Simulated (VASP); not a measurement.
# Be (P6_3/mmc) in VASP: notebook

Runs on Be. Level: PBEsol. Tasks: single point.

Everything below comes from runs of VASP 6.6.1. Logs are shortened: lines on timing, memory, paths and dates and some standing lists are left out, and cuts for length are marked.

## Step 1: The cell of the first run

Symmetry: P6_3/mmc, No. 194, hexagonal system. Conventional cell: a = 1.665 Å, b = 1.665 Å, c = 2.695 Å, α = 90.00°, β = 90.00°, γ = 120.00°. Within 2.2 Å of Be (site symmetry -6m2) lie 12 Be at 1.66 to 1.67 Å.

## Step 2: Single point, PBEsol

Input file INCAR:

```
SYSTEM = Be
  ALGO = Normal
  EDIFF = 1E-6
  ENCUT = 520
  GGA = PS
  ISIF = 2
  ISMEAR = -1
  LASPH = .True.
  LCHARG = .False.
  LREAL = .False.
  LWAVE = .False.
  NBANDS = 9
  NELM = 60
  PREC = Accurate
  SIGMA = 0.05
```

Input file KPOINTS:

```
k-points
0
Gamma
  26 26 14
  0 0 0
```

Input file POSCAR:

```
Be
1.0
    1.6652429760      0.0000000000      0.0000000000
   -0.8326214880      1.4421427207      0.0000000000
    0.0000000000      0.0000000000      2.6951670110
Be
2
Direct
    0.3333333333      0.6666666667      0.2500000000
    0.6666666667      0.3333333333      0.7500000000
```

Potentials or basis: VASP PAW PBE potentials, release 64 (Be).

Run with:

```bash
$ cat potpaw_PBE.64/Be/POTCAR > POTCAR
$ mpirun -np 1 vasp_std > vasp.out
```

OUTCAR:

```text
SYSTEM = Be
   EDIFF = 1E-6
   ENCUT = 520
   GGA = PS
   ISIF = 2
   ISMEAR = -1
   LASPH = .True.
   LREAL = .False.
   NELM = 60
   PREC = Accurate

 ion  position               nearest neighbor table
   1  0.333  0.667  0.250-   2 1.66   2 1.66   2 1.66   2 1.66   2 1.66   2 1.66   2 2.35   2 2.35
                             2 2.35   2 2.35   2 2.35   2 2.35
   2  0.667  0.333  0.750-   1 1.66   1 1.66   1 1.66   1 1.66   1 1.66   1 1.66   1 2.35   1 2.35
                             1 2.35   1 2.35   1 2.35   1 2.35

  LATTYP: Found a hexagonal cell.
 ALAT       =     1.6652429760
 C/A-ratio  =     1.6184827379

  Lattice vectors:

 A1 = (   1.6652429760,   0.0000000000,   0.0000000000)
 A2 = (  -0.8326214880,   1.4421427207,   0.0000000000)
 A3 = (   0.0000000000,   0.0000000000,   2.6951670110)

Analysis of symmetry for initial positions (statically):
=====================================================================
 Subroutine PRICEL returns:
 Original cell was already a primitive cell.

 Routine SETGRP: Setting up the symmetry group for a
 hexagonal supercell.

 Subroutine GETGRP returns: Found 24 space group operations
 (whereof 12 operations were pure point group operations)
 out of a pool of 24 trial point group operations.

The static configuration has the point symmetry D_3d.
 The point group associated with its full space group is D_6h.

Analysis of symmetry for dynamics (positions and initial velocities):
=====================================================================
 Subroutine PRICEL returns:
 Original cell was already a primitive cell.

 Routine SETGRP: Setting up the symmetry group for a
 hexagonal supercell.

 Subroutine GETGRP returns: Found 24 space group operations
 (whereof 12 operations were pure point group operations)
 out of a pool of 24 trial point group operations.

The dynamic configuration has the point symmetry D_3d.
 The point group associated with its full space group is D_6h.

 Subroutine INISYM returns: Found 24 space group operations
 (whereof 12 operations are pure point group operations),
 and found     1 'primitive' translations

----------------------------------------------------------------------------------------

                                     Primitive cell

  volume of cell :       6.4725

  direct lattice vectors                    reciprocal lattice vectors
     1.665242976  0.000000000  0.000000000     0.600512967  0.346706323  0.000000000
    -0.832621488  1.442142721  0.000000000     0.000000000  0.693412646  0.000000000
     0.000000000  0.000000000  2.695167011     0.000000000  0.000000000  0.371034521

  length of vectors
     1.665242976  1.665242976  2.695167011     0.693412646  0.693412646  0.371034521

  position of ions in fractional coordinates (direct lattice)
     0.333333333  0.666666667  0.250000000
     0.666666667  0.333333333  0.750000000

  ion indices of the primitive-cell ions
   primitive index   ion index
                 1           1
                 2           2

----------------------------------------------------------------------------------------

 KPOINTS: k-points

Automatic generation of k-mesh.
 Grid dimensions read from file:
 generate k-points for:   26   26   14

 Generating k-lattice:

  Cartesian coordinates                     Fractional coordinates (reciprocal lattice)
     0.023096653  0.013334859  0.000000000     0.038461538 -0.000000000  0.000000000
     0.000000000  0.026669717  0.000000000     0.000000000  0.038461538  0.000000000
     0.000000000  0.000000000  0.026502466     0.000000000  0.000000000  0.071428571

  Length of vectors
     0.026669717  0.026669717  0.026502466

  Shift w.r.t. Gamma in fractional coordinates (k-lattice)
     0.000000000  0.000000000  0.000000000

 Subroutine IBZKPT returns following result:
 ===========================================

 Found    560 irreducible k-points:

 Following reciprocal coordinates:
            Coordinates               Weight
  0.000000  0.000000  0.000000      1.000000
  0.038462  0.000000  0.000000      6.000000
  0.076923  0.000000  0.000000      6.000000
  0.115385 -0.000000  0.000000      6.000000
  0.153846 -0.000000  0.000000      6.000000
  0.192308  0.000000  0.000000      6.000000
[... 16 lines left out ...]
  0.346154  0.038462  0.000000     12.000000
  0.384615  0.038462  0.000000     12.000000
 [... further k-points ...]
   k-points           NKPTS =    560   k-points in BZ     NKDIM =    560   number of bands    NBANDS=      9
   number of dos      NEDOS =    301   number of ions     NIONS =      2
   total plane-waves  NPLWV =   2880
   dimension x,y,z NGX =    12 NGY =   12 NGZ =   20
   dimension x,y,z NGXF=    24 NGYF=   24 NGZF=   40
   ions per type =               2
   NGX,Y,Z   is equivalent  to a cutoff of  11.98, 11.98, 12.34 a.u.
   NGXF,Y,Z  is equivalent  to a cutoff of  23.96, 23.96, 24.67 a.u.
 SYSTEM =  Be
   PREC   = accura    normal or accurate (medium, high low for compatibility)
   ISTART =      0    job   : 0-new  1-cont  2-samecut
   ICHARG =      2    charge: 1-file 2-atom 10-const
   ISPIN  =      1    spin polarized calculation?
   LNONCOLLINEAR =      F non collinear calculations
   LSORBIT =      F    spin-orbit coupling
   LASPH  =      T    aspherical Exc in radial PAW
   ENCUT  =  520.0 eV  38.22 Ry    6.18 a.u.   3.10  3.10  5.01*2*pi/ulx,y,z
   NELM   =     60;   NELMIN=  2; NELMDL= -5     # of ELM steps
   EDIFF  = 0.1E-05   stopping-criterion for ELM
   LREAL  =      F    real-space projection
   EDIFFG = 0.1E-04   stopping-criterion for IOM
   NSW    =      0    number of steps for IOM
   IBRION =     -1    ionic relax: 0-MD 1-quasi-New 2-CG
   NFREE  =      0    steps in history (QN), initial steepest desc. (CG)
   ISIF   =      2    stress and relaxation
   ISYM   =      2    0-nonsym 1-usesym 2-fastsym
   POTIM  = 0.5000    time-step for ionic-motion
   TEBEG  =    0.0;   TEEND  =   0.0 temperature during run
   PSTRESS=    0.0 pullay stress
   NELECT =       4.0000    total number of electrons
   NUPDOWN=      -1.0000    fix difference up-down
   EMIN   =  10.00;   EMAX   =-10.00  energy-range for DOS
   EFERMI =   0.00;   METHOD = LEGACY
   ISMEAR =    -1;   SIGMA  =   0.05  broadening in eV -4-tet -1-fermi 0-gaus
   EFERMI_NEDOS =   21; number of points for ismear=-14 and -15
   IALGO  =     38    algorithm
   IMIX   =      4    mixing-type and parameters
     AMIX     =   0.40;   BMIX     =  1.00
     AMIX_MAG =   1.60;   BMIX_MAG =  1.00
  volume/ion in A,a.u.               =       3.24        21.84
  Fermi-wavevector in a.u.,A,eV,Ry     =   1.394454  2.635137 26.456570  1.944503
  Thomas-Fermi vector in A             =   2.518002
   LORBIT       =      0    0 simple, 1 ext, 2 COOP (PROOUT), +10 PAW based schemes
   GGA     = PS    functional components
   LHFCALC =     F    Hartree Fock is set to
   AEXX    =    0.0000 exact exchange contribution
   IVDW    =     0    specifies the selected vdW correction
   LEPSILON=     F    determine dielectric tensor
   LRPA    =     F    only Hartree local field effects (RPA)
 non-spin polarized calculation
  energy-cutoff  :      520.00
  volume of cell :        6.47
 maximum number of plane-waves:       187
   NGX =  7   NGY =  7   NGZ = 11

 number of electron       4.0000000 magnetization

 Free energy of the ion-electron system (eV)
  ---------------------------------------------------
  ext. energy  EPLUGINS =         0.00000000
  ---------------------------------------------------
  free energy    TOTEN  =        -0.91253822 eV

  energy without entropy =       -0.91189888  energy(sigma->0) =       -0.91221855

 E-fermi :  16.8783     XC(G=0): -13.9704

 val. band max:       16.8771618497   @ k =   0.2308   0.2308   0.0714
 cond. band min:      16.9064181461   @ k =   0.3462   0.3077   0.0000
 fundamental gap:      0.0292562964
 Fermi energy:        16.8782726220

 k-point     1 :       0.0000    0.0000    0.0000
  band No.  band energies     occupation
      1       1.3595      2.00000
      2       7.6287      2.00000
      3      23.0068      0.00000
      4      49.6122      0.00000
      5      49.6122      0.00000
      6      54.4965      0.00000
      7      54.4965      0.00000
      8      57.5625      0.00000
      9      64.9753      0.00000

 k-point     2 :       0.0385    0.0000    0.0000
  band No.  band energies     occupation
      1       1.4005      2.00000
      2       7.7337      2.00000
      3      22.9394      0.00000
      4      48.8369      0.00000
      5      48.8580      0.00000
      6      54.6238      0.00000
      7      55.0688      0.00000
      8      57.4615      0.00000
      9      64.3875      0.00000

 k-point     3 :       0.0769    0.0000    0.0000
  band No.  band energies     occupation
      1       1.5244      2.00000
      2       8.0487      2.00000
      3      22.7390      0.00000
      4      46.8565      0.00000
      5      47.2812      0.00000
      6      55.0055      0.00000
      7      55.9880      0.00000
      8      57.0916      0.00000
      9      62.2996      0.00000

 k-point     4 :       0.1154   -0.0000    0.0000
  band No.  band energies     occupation
      1       1.7336      2.00000
      2       8.5734      2.00000
      3      22.4098      0.00000
      4      44.2885      0.00000
      5      45.5253      0.00000
      6      55.5848      0.00000
      7      56.2296      0.00000
      8      56.4111      0.00000
      9      59.3082      0.00000
[... 205 lines left out ...]
 k-point    22 :       0.3077    0.0385    0.0000
  band No.  band energies     occupation
      1       4.6149      2.00000
      2      15.2452      2.00000
      3      17.9763      0.00000
      4      32.4541      0.00000
      5      37.4429      0.00000
      6      39.7839      0.00000
      7      43.9170      0.00000
      8      52.2968      0.00000
      9      58.6359      0.00000

 k-point    23 :       0.3462    0.0385    0.0000
  band No.  band energies     occupation
      1       5.4407      2.00000
      2      16.6607      1.97457
      3      17.0937      0.02657
      4      31.8320      0.00000
      5      36.3220      0.00000
      6      36.4133      0.00000
      7      42.0776      0.00000
      8      51.6479      0.00000
      9      57.9372      0.00000

 k-point    24 :       0.3846    0.0385    0.0000
  band No.  band energies     occupation
      1       6.3137      2.00000
      2      15.3296      2.00000
      3      19.1131      0.00000
      4      31.6635      0.00000
      5      33.2311      0.00000
      6      35.2570      0.00000
      7      40.6773      0.00000
      8      51.1474      0.00000
      9      57.4044      0.00000

 [... further k-points ...]

------------------------ aborting loop because EDIFF is reached ----------------------------------------

  FORCE on cell =-STRESS in cart. coord.  units (eV):
  Direction    XX          YY          ZZ          XY          YZ          ZX
  --------------------------------------------------------------------------------------
  -------------------------------------------------------------------------------------
  Total       19.2256888     19.2256888     19.2270304     -0.0000000     -0.0000000      0.0000000
  in kB     4759.0575400   4759.0575401   4759.3896319     -0.0000000     -0.0000000      0.0000000
  external PRESSURE =    4759.1682373 kB  Pullay stress =       0.0000000 kB

 VOLUME and BASIS-vectors are now :
 -----------------------------------------------------------------------------
  energy-cutoff  :      520.00
  volume of cell :        6.47
      direct lattice vectors                 reciprocal lattice vectors
     1.665242976  0.000000000  0.000000000     0.600512967  0.346706323  0.000000000
    -0.832621488  1.442142721  0.000000000     0.000000000  0.693412646  0.000000000
     0.000000000  0.000000000  2.695167011     0.000000000  0.000000000  0.371034521

 POSITION                                       TOTAL-FORCE (eV/Angst)
 -----------------------------------------------------------------------------------
     -0.00000      0.96143      0.67379         0.000000     -0.000000      0.000000
      0.83262      0.48071      2.02138        -0.000000      0.000000      0.000000
 -----------------------------------------------------------------------------------
    total drift:                                0.000000     -0.000000      0.000000

  FREE ENERGIE OF THE ION-ELECTRON SYSTEM (eV)
  ---------------------------------------------------
  free  energy   TOTEN  =        -0.9125382198 eV

  energy  without entropy=       -0.9118988824  energy(sigma->0) =       -0.91221855
```

Wall time 14 s (1 thread of AMD EPYC 7R13 (Zen 3), shared host); peak memory 0.1 GiB.

Results:

* Free energy: -0.9125 eV
* Pressure: 475.9 GPa
* Band gap on the k mesh: zero (band 2 reaches 18.56 eV, above the bottom of band 3 at 15.78 eV)

Levels at points of the mesh, in eV from the Fermi level:
```
           k point  band 1  band 2  band 3  band 4  band 5  band 6
(0.00, 0.00, 0.00)  -15.52   -9.25    6.13   32.73   32.73   37.62
(0.50, 0.00, 0.00)   -9.16   -3.64    6.57   10.64   15.69   19.00
(0.00, 0.00, 0.50)  -13.44  -13.44   19.88   19.88   35.98   35.98
(0.50, 0.00, 0.50)   -7.08   -7.08    6.44    6.44   23.80   23.80
```

Caveat: the PAW data sets were made with another functional, which shifts forces and pressure a little.

## Step 3: Single point, PBEsol

Input file INCAR:

```
SYSTEM = Be
  PREC = Accurate
  ENCUT = 520
  EDIFF = 1E-6
  ISMEAR = -1
  SIGMA = 0.05
  LREAL = .FALSE.
  LASPH = .TRUE.
  NELM = 100
  ALGO = Normal
  ISIF = 2
  LWAVE = .FALSE.
  LCHARG = .FALSE.
  GGA = PS
  NBANDS = 9
```

Input file KPOINTS:

```
Automatic mesh
0
G
  26 26 14
  0 0 0
```

Input file POSCAR:

```
Be
1.0
    1.6646442678      0.0000000000      0.0000000000
   -0.8323221339      1.4416242242      0.0000000000
    0.0000000000      0.0000000000      2.6940052130
Be
2
Direct
    0.3333333333      0.6666666667      0.2500000000
    0.6666666667      0.3333333333      0.7500000000
```

Potentials or basis: VASP PAW PBE potentials, release 64 (Be).

Run with:

```bash
$ cat potpaw_PBE.64/Be/POTCAR > POTCAR
$ mpirun -np 1 vasp_std > vasp.out
```

Wall time 15 s (1 thread of AMD EPYC 7R13 (Zen 3), shared host); peak memory 0.1 GiB.

The run converged. Its results:

| Item | Value |
| --- | --- |
| Free energy | -0.8904 eV |
| Pressure | 477.4 GPa |
| Band gap on the k mesh | zero (band 2 reaches 18.58 eV, above the bottom of band 3 at 15.79 eV) |

Stress tensor (GPa, compression positive):
```
477.37   0.00   0.00
  0.00 477.37   0.00
  0.00   0.00 477.61
```

Levels at points of the mesh, in eV from the Fermi level:
| k point | band 1 | band 2 | band 3 | band 4 | band 5 | band 6 | band 7 |
| --- | --- | --- | --- | --- | --- | --- | --- |
| (0.00, 0.00, 0.00) | -15.52 | -9.26 | 6.14 | 32.76 | 32.76 | 37.65 | 37.65 |
| (0.50, 0.00, 0.00) | -9.17 | -3.64 | 6.58 | 10.65 | 15.71 | 19.02 | 19.69 |
| (0.00, 0.00, 0.50) | -13.44 | -13.44 | 19.90 | 19.90 | 36.01 | 36.01 | 36.01 |
| (0.50, 0.00, 0.50) | -7.09 | -7.09 | 6.45 | 6.45 | 23.82 | 23.82 | 29.32 |

Caveat: the PAW data sets were made with another functional, which shifts forces and pressure a little.
